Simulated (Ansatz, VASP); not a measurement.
# One calculation of Se, two programs

INCAR

```
PREC = Accurate ; ENCUT = 520
EDIFF = 1E-7 ; ISMEAR = -1
SIGMA = 0.08 ; LREAL = F
LASPH = T ; NELM = 100
ALGO = Normal ; ISIF = 2
LWAVE = F ; LCHARG = F
GGA = PE ; NBANDS = 13
```

The input KPOINTS:

```
regular mesh
0
Gamma
  13 13 13
```

Contents of POSCAR:

```
Se
1.0
    1.9318516887     -1.1153550925      3.1576422066
    0.0000000000      2.2307101850      3.1576422066
   -1.9318516887     -1.1153550925      3.1576422066
Se
2
Direct
    0.2500000000      0.2500000000      0.2500000000
   -0.2500000000     -0.2500000000     -0.2500000000
```

Input for Ansatz:

```yaml
crystal:
  lattice:
    - [1.9318516887, -1.1153550925, 3.1576422066]
    - [0.0, 2.230710185, 3.1576422066]
    - [-1.9318516887, -1.1153550925, 3.1576422066]
  atoms:
    - { symbol: Se, position: [0.25, 0.25, 0.25] }
    - { symbol: Se, position: [-0.25, -0.25, -0.25] }
kpoints:
  mp_grid: { grid: [13, 13, 13] }
scf:
  occupations: { method: fermi_dirac, width: 0.08 }
hamiltonian:
  xc: pbe
  pseudopotentials: { kind: paw }
output:
  forces: true
  stress: true
  eigenvalues: true
  populations: true
```

Change from the starting cell: volume scaled by 0.9, PAW files.

Alike in both runs: task single point; functional PBE; k mesh 13 × 13 × 13; occupations fermi-dirac, width 0.08 eV; no spin polarisation.

```csv
,VASP,Ansatz
version,VASP 6.6.1,Ansatz 0.2.0
potentials or method,"VASP PAW PBE potentials, release 64 (Se)","PAW with Ansatz's default frozen-core files, scalar-relativistic"
plane-wave cutoff (eV),520,420
valence electrons in the cell,12,32
```

|  | VASP | Ansatz | Ansatz less VASP |
| --- | --- | --- | --- |
| pressure (GPa) | 9.4 | 9.4 | -0.07 |

The functional is the same, so the differences come from potentials, cutoffs and numerics. VASP's potentials hold 12 valence electrons a cell and Ansatz's 32, so a difference there can come from the potentials and not from the codes.
